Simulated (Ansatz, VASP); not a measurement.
## One calculation of H, two programs

File INCAR:

```
SYSTEM = H
PREC = Accurate ; ENCUT = 520
EDIFF = 1E-6 ; ISMEAR = 0
SIGMA = 0.05 ; LREAL = .False.
LASPH = .True. ; NELM = 60
ALGO = Normal ; ISIF = 2
LWAVE = .False. ; LCHARG = .False.
GGA = PE ; NBANDS = 8
```

The input KPOINTS:

```
regular mesh
0
Gamma
  8 8 8
  0 0 0
```

File POSCAR:

```
H
1.0
   -1.8409561305      1.8409561305      2.2855640979
    1.8409561305     -1.8409561305      2.2855640979
    1.8687791451      1.8687791451     -2.2855640979
H
2
Direct
    0.9178910720      0.9178910720      0.0000000000
    0.0821089280      0.0821089280      0.0000000000
```

Input for Ansatz:

```yaml
crystal:
  lattice:
    - [-1.8409561305, 1.8409561305, 2.2855640979]
    - [1.8409561305, -1.8409561305, 2.2855640979]
    - [1.8687791451, 1.8687791451, -2.2855640979]
  atoms:
    - { symbol: H, position: [0.917891072, 0.917891072, 0.0] }
    - { symbol: H, position: [0.082108928, 0.082108928, 0.0] }
basis:
  ecutwfc: 420
kpoints:
  mp_grid: { grid: [8, 8, 8] }
hamiltonian:
  xc: pbe
scf:
  occupations: { method: gaussian, width: 0.05 }
output:
  forces: true
  stress: true
  eigenvalues: true
```

Change from the starting cell: strain +0.0150 x Voigt [0, 0, 0, 0, 0, 1], atoms carried along.

Alike in both runs: task single point; functional PBE; k mesh 8 × 8 × 8; occupations gaussian, width 0.05 eV; no spin polarisation.

```csv
,VASP,Ansatz
version,VASP 6.6.1,Ansatz 0.2.0
potentials or method,"VASP PAW PBE potentials, release 64 (H), cutoff 520 eV","scalar-relativistic, plane waves, PAW"
valence electrons in the cell,2,2
```

```csv
,VASP,Ansatz,Ansatz less VASP
gap on the k mesh at the Fermi level (eV),9.28,9.27,-0.001
least direct gap on the mesh (eV),9.75,9.75,-0.001
pressure (GPa),-0.1,0.0,+0.16
rms of the force components (eV/Å),0.005,0.001,-0.0038
```

Atom by atom the forces differ by 0.007 eV/Å (rms over components).
